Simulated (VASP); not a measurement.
Here is a VASP 6.6.1 calculation.

Contents of INCAR:

```
PREC = Accurate
ENCUT = 600
EDIFF = 1E-6
ISMEAR = 0
SIGMA = 0.2873
LREAL = F
LASPH = T
NELM = 120
ALGO = Normal
ISIF = 2
LWAVE = F
LCHARG = F
GGA = RE
NBANDS = 34
GGA_COMPAT = F
```

The input KPOINTS:

```
Automatic mesh
0
Gamma
  6 6 3
```

POSCAR

```
MoNO
1.0
    2.8345670000      0.0000000000      0.0000000000
    0.0000000000      2.8345670000      0.0000000000
    0.0000000000      0.0000000000      7.1761200000
Mo O N
2 2 2
Direct
    0.0000000000      0.5000000000      0.9000000000
    0.5000000000      0.0000000000      0.1000000000
    0.0000000000      0.5000000000      0.3350000000
    0.5000000000      0.0000000000      0.6650000000
    0.0000000000      0.5000000000      0.6170000000
    0.5000000000      0.0000000000      0.3830000000
```

Potentials or basis: VASP PAW PBE potentials, release 64 (Mo_sv, O, N).

Launch:

```bash
$ cat potpaw_PBE.64/Mo_sv/POTCAR potpaw_PBE.64/O/POTCAR potpaw_PBE.64/N/POTCAR > POTCAR
$ mpirun -np 1 vasp_std > vasp.out
```

Predict the largest force.

5.084 eV/Å.

What does it give for the pressure?

37.7 GPa.

Forces on the atoms (eV/Å):
```
Mo   0.000  0.000 -5.084
Mo   0.000  0.000  5.084
O    0.000  0.000 -1.439
O    0.000  0.000  1.439
N    0.000  0.000  3.371
N    0.000  0.000 -3.371
```

Caveat: the k points lie up to 0.37 Å⁻¹ apart, too coarse for converged energies and pressures of a metal; so wide a smearing shifts energies and pressures; the PAW data sets were made with another functional, which shifts forces and pressure a little.
